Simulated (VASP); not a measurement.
## CaMg: single point with LDA

CaMg:

```
Ca Mg
1.0
     3.96614    0.00000    0.00000
     0.00000    3.96614    0.00000
     0.00000    0.00000    3.96614
Ca Mg
1 1
Cartesian
  0.0000 0.0000 0.0000
  1.9831 1.9831 1.9831
```

```
Program                : VASP 6.6.1
Task                   : single point
Functional             : LDA
Potentials or basis    : VASP PAW LDA potentials, release 64 (Ca_sv, Mg)
Cutoff                 : 520 eV
k mesh                 : 12 × 12 × 12
Occupations            : gaussian, width 0.15 eV
Spin                   : no spin polarisation
Dipole correction      : no
Further INCAR settings : ALGO = Fast; EDIFF = 1e-06; NBANDS = 13
```

| Item | Value |
| --- | --- |
| Pressure | -2.2 GPa |
| Band gap on the k mesh | zero (bands 6 and 7 overlap by 1.28 eV) |

Levels at points of the mesh, in eV from the Fermi level:
| k point | band 3 | band 4 | band 5 | band 6 | band 7 | band 8 | band 9 | band 10 |
| --- | --- | --- | --- | --- | --- | --- | --- | --- |
| (0.00, 0.00, 0.00) | -22.34 | -22.34 | -5.12 | 0.97 | 0.97 | 3.69 | 3.69 | 3.69 |
| (0.50, 0.00, 0.00) | -22.33 | -22.33 | -2.92 | -2.42 | 1.69 | 2.21 | 2.21 | 3.87 |
| (0.50, 0.50, 0.00) | -22.40 | -22.33 | -1.89 | -0.27 | -0.27 | 0.28 | 2.76 | 2.76 |
| (0.50, 0.50, 0.50) | -22.39 | -22.39 | -0.31 | -0.31 | -0.31 | 1.29 | 2.74 | 2.74 |

It took 45 s on 1 thread of Intel(R) Xeon(R) Platinum 8375C CPU @ 2.90GHz (Ice Lake), on a shared host, peak memory 0.2 GiB.
